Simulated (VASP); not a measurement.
## Hf: single point with LDA

Hf:

```
Hf
1.0
     2.47143    0.00000    0.00000
    -1.23571    2.14032    0.00000
     0.00000    0.00000    4.33151
Hf
2
Cartesian
  0.0000 1.4269 1.0829
  1.2357 0.7134 3.2486
```

```json
{
  "Program": "VASP 6.6.1",
  "Task": "single point",
  "Functional": "LDA",
  "Potentials or basis": "VASP PAW LDA potentials, release 64 (Hf_pv)",
  "Cutoff": "520 eV",
  "k mesh": "15 × 15 × 8",
  "Occupations": "fermi-dirac, width 0.08 eV",
  "Spin": "no spin polarisation",
  "Dipole correction": "no",
  "Further INCAR settings": "ALGO = Normal; EDIFF = 1e-07; NBANDS = 17"
}
```

```
Pressure               : 198.2 GPa
Band gap on the k mesh : zero (bands 10 and 11 overlap by 1.81 eV)
```

Stress tensor (GPa, compression positive):
```
198.17   0.00   0.00
  0.00 198.17   0.00
  0.00   0.00 198.28
```

Levels at points of the mesh, in eV from the Fermi level:
```csv
k point,band 8,band 9,band 10,band 11,band 12,band 13
"(0.00, 0.00, 0.00)",-5.68,-0.40,1.31,1.31,2.64,2.64
"(0.00, 0.00, 0.50)",-5.22,0.07,0.07,1.39,1.39,1.39
```

Wall time 55 s on 1 thread of Intel Xeon 8259CL (shared host), peak memory 0.15 GiB.

Caveat: the cell stands under pressure; spin-orbit coupling is left out, which moves the levels of the heavy elements.
